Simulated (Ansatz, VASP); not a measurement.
Al2Cu: VASP beside Ansatz

The input INCAR:

```
PREC = Accurate ; ENCUT = 600
EDIFF = 1E-7 ; ISMEAR = -1
SIGMA = 0.15 ; LREAL = F
LASPH = T ; NELM = 100
ALGO = Fast ; ISIF = 3
LWAVE = F ; LCHARG = F
GGA = PS ; IBRION = 2
NSW = 80 ; EDIFFG = -0.001
```

KPOINTS

```
regular mesh
0
Gamma
  10 10 10
```

File POSCAR:

```
Al2Cu
1.0
   -2.9961666531      2.9961666531      2.4142997882
    2.9961666531     -2.9961666531      2.4142997882
    2.9961666531      2.9961666531     -2.4142997882
Al Cu
4 2
Direct
    0.3406588573      0.1593411427      0.5000000000
    0.1593411427      0.6593411427      0.8186822855
    0.8406588573      0.3406588573      0.1813177145
    0.6593411427      0.8406588573      0.5000000000
    0.7500000000      0.7500000000      0.0000000000
    0.2500000000      0.2500000000      0.0000000000
```

Input for Ansatz:

```yaml
crystal:
  lattice:
    - [-2.9961666526, 2.9961666526, 2.4142997894]
    - [2.9961666526, -2.9961666526, 2.4142997894]
    - [2.9961666526, 2.9961666526, -2.4142997894]
  atoms:
    - { symbol: Al, position: [0.3406588574, 0.1593411426, 0.5] }
    - { symbol: Al, position: [0.1593411426, 0.6593411426, 0.8186822852] }
    - { symbol: Al, position: [0.8406588574, 0.3406588574, 0.1813177148] }
    - { symbol: Al, position: [0.6593411426, 0.8406588574, 0.5] }
    - { symbol: Cu, position: [0.75, 0.75, 0.0] }
    - { symbol: Cu, position: [0.25, 0.25, 0.0] }
basis:
  ecutwfc: 420
kpoints:
  mp_grid: { grid: [10, 10, 10] }
hamiltonian:
  xc: pbesol
  pseudopotentials: { kind: paw, azcp: { folder: soft_1 } }
scf:
  occupations: { method: fermi_dirac, width: 0.15 }
output:
  forces: true
  stress: true
  eigenvalues: true
relax:
  adjacent_minimum: "off"
  f_tol: 0.001
  max_steps: 60
  cell: { stress_tol: 0.01 }
```

Alike in both runs: task relaxation of cell and atoms; functional PBEsol; k mesh 10 × 10 × 10; occupations fermi-dirac, width 0.15 eV; no spin polarisation.

|  | VASP | Ansatz |
| --- | --- | --- |
| version | VASP 6.6.1 | Ansatz 0.2.0 |
| potentials or method | VASP PAW PBE potentials, release 64 (Al, Cu), cutoff 600 eV | scalar-relativistic, plane waves, PAW |
| valence electrons in the cell | 34 | 50 |

|  | VASP | Ansatz | Ansatz less VASP |
| --- | --- | --- | --- |
| gap on the k mesh at the Fermi level, each at its own relaxed structure (eV) | none | none | - |
| relaxed volume (Å³/atom) | 14.50 | 14.46 | -0.037 |
| relaxed cell length with the largest relative difference (Å) | 4.883 | 4.879 | -0.0040 |

VASP's potentials were made for PBE, not for PBEsol, and Ansatz warns of the same on its side. A gap of «none» marks a metal or a gap that the smearing closes. VASP's potentials hold 34 valence electrons a cell and Ansatz's 50, so a difference there can come from the potentials and not from the codes.
